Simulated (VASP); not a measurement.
Al, 3 atoms in the cell. The structure is hexagonal, space group P6/mmm (No. 191). Conventional cell: a = 4.342 Å, b = 4.342 Å, c = 2.688 Å, α = 90.00°, β = 90.00°, γ = 120.00°. Within 3.5 Å of Al (site symmetry 6/mmm) lie 14 Al at 2.69 to 2.84 Å. Al (site symmetry -6m2) has 11 Al at 2.51 to 2.84 Å within 3.3 Å. 

```yaml
Program: VASP 6.6.1
Task: relaxation of shape and atoms at fixed volume
Functional: PBE
Potentials_or_basis: VASP PAW PBE potentials, release 64 (Al)
Cutoff: 600 eV
k_mesh: 8 × 8 × 11
Occupations: fermi-dirac, width 0.08 eV
Spin: no spin polarisation
Dipole_correction: no
Further_INCAR_settings: ALGO = Normal; EDIFF = 1e-07; IBRION = 2; EDIFFG = -0.005; NSW = 50; ISIF = 4
```

Potentials or basis: VASP PAW PBE potentials, release 64 (Al).

Run with:

```console
$ cat potpaw_PBE.64/Al/POTCAR > POTCAR
$ mpirun -np 1 vasp_std > vasp.out
```

Hardware: 1 thread of AMD EPYC 7R13, on a shared host.

**Question.** How long does it take, and how much memory?

**Answer.** Wall time 58 s on 1 thread of AMD EPYC 7R13 (shared host), peak memory 0.15 GiB. Counts: scf iterations 21, k points 60, ion steps 3.
